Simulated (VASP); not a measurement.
# BN: single point with PBE

Crystal: BN.

```
B N
1.0
     0.00000    1.66058    2.15876
     1.66058    0.00000    2.15876
     1.66058    1.66058    0.00000
B N
1 1
Direct
  0.00000 0.00000 0.00000
  0.75000 0.75000 0.75000
```

This cell differs from its parent crystal: ratio of the length along z to the lengths across it x 1.3, volume and fractional coordinates fixed.

- Program: VASP 6.6.1
- Task: single point
- Functional: PBE
- Potentials or basis: VASP PAW PBE potentials, release 64 (B, N)
- Cutoff: 520 eV
- k mesh: 12 × 12 × 12
- Occupations: gaussian, width 0.05 eV
- Spin: no spin polarisation
- Dipole correction: no
- Further INCAR settings: ALGO = Normal; EDIFF = 1e-07; NBANDS = 11

| Item | Value |
| --- | --- |
| Pressure | 1.9 GPa |
| Band gap on the k mesh | 1.92 eV, indirect (least direct gap 4.58 eV) |

Stress tensor (GPa, compression positive):
```
  73.83    0.00    0.00
   0.00   73.83    0.00
   0.00    0.00 -142.08
```

Levels at points of the mesh, in eV from the valence-band top:
| k point | band 1 | band 2 | band 3 | band 4 | band 5 | band 6 | band 7 | band 8 | band 9 |
| --- | --- | --- | --- | --- | --- | --- | --- | --- | --- |
| (0.00, 0.00, 0.00) | -21.47 | -3.82 | -0.05 | -0.05 | 7.37 | 7.37 | 7.47 | 9.23 | 18.30 |
| (0.50, 0.00, 0.00) | -17.04 | -11.82 | -5.34 | -0.78 | 3.80 | 10.61 | 12.97 | 13.55 | 21.13 |
| (0.50, 0.50, 0.00) | -17.71 | -12.51 | -3.46 | -3.46 | 6.64 | 11.92 | 15.28 | 15.28 | 15.45 |
| (0.50, 0.00, 0.50) | -14.67 | -8.82 | -6.89 | -6.83 | 1.92 | 6.22 | 12.59 | 15.57 | 18.93 |

Run time: 30 s on 1 thread of AMD EPYC 7R13, with other jobs on the host, peak memory 0.1 GiB.

 A k mesh can miss the band edges.
